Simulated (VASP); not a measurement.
# Al: single point with PBEsol

Crystal: Al.

```
Al
1.0
     0.00000    2.02492    2.02492
     2.02492    0.00000    2.02492
     2.02492    2.02492    0.00000
Al
1
Direct
  0.00000 0.00000 0.00000
```

| Property | Result |
| --- | --- |
| Program | VASP 6.6.1 |
| Task | single point |
| Functional | PBEsol |
| Potentials or basis | VASP PAW PBE potentials, release 64 (Al) |
| Cutoff | 500 eV |
| k mesh | 10 × 10 × 10 |
| Occupations | fermi-dirac, width 0.003 eV |
| Spin | no spin polarisation |

| Property | Result |
| --- | --- |
| Pressure | -2.2 GPa |

Levels at points of the mesh, in eV from the Fermi level:
```csv
k point,band 1,band 2,band 3,band 4,band 5,band 6
"(0.00, 0.00, 0.00)",-11.21,12.43,12.43,12.43,13.88,13.88
"(0.50, 0.00, 0.00)",-4.69,-4.49,11.20,11.20,11.28,11.28
"(0.50, 0.50, 0.00)",-3.03,-1.73,5.13,5.43,5.43,8.87
```

Wall time 8.1 s on 1 thread of Intel Xeon 8259CL, on a shared host, peak memory 0.13 GiB.

Caveat: the PAW data sets were made with another functional, which shifts forces and pressure a little.
